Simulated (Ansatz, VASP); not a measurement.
**Two plane-wave programs on AlN**

```
Al N
1.0
     3.11378    0.00000    0.00000
    -1.55689    2.69662    0.00000
     0.00000    0.00000    4.98359
Al N
2 2
Direct
  0.33333 0.66667 0.99651
  0.66667 0.33333 0.49651
  0.33333 0.66667 0.37849
  0.66667 0.33333 0.87849
```

Alike in both runs: task single point; functional PBE0; k mesh 6 × 6 × 4; no spin polarisation.

|  | VASP | Ansatz |
| --- | --- | --- |
| version | VASP 6.6.1 | Ansatz 0.2.0 |
| potentials or method | VASP PAW PBE potentials, release 64 (Al, N), cutoff 520 eV | scalar-relativistic, plane waves, PAW |
| occupations | gaussian, width 0.01 eV | fixed |
| valence electrons in the cell | 16 | 16 |

Ansatz gave:

| Property | Result |
| --- | --- |
| gap on the k mesh at the Fermi level (eV) | 6.26 |
| least direct gap on the mesh (eV) | 6.26 |

**Question.** Estimate VASP's values.

**Answer.** gap on the k mesh at the Fermi level (eV): 6.27; least direct gap on the mesh (eV): 6.27.
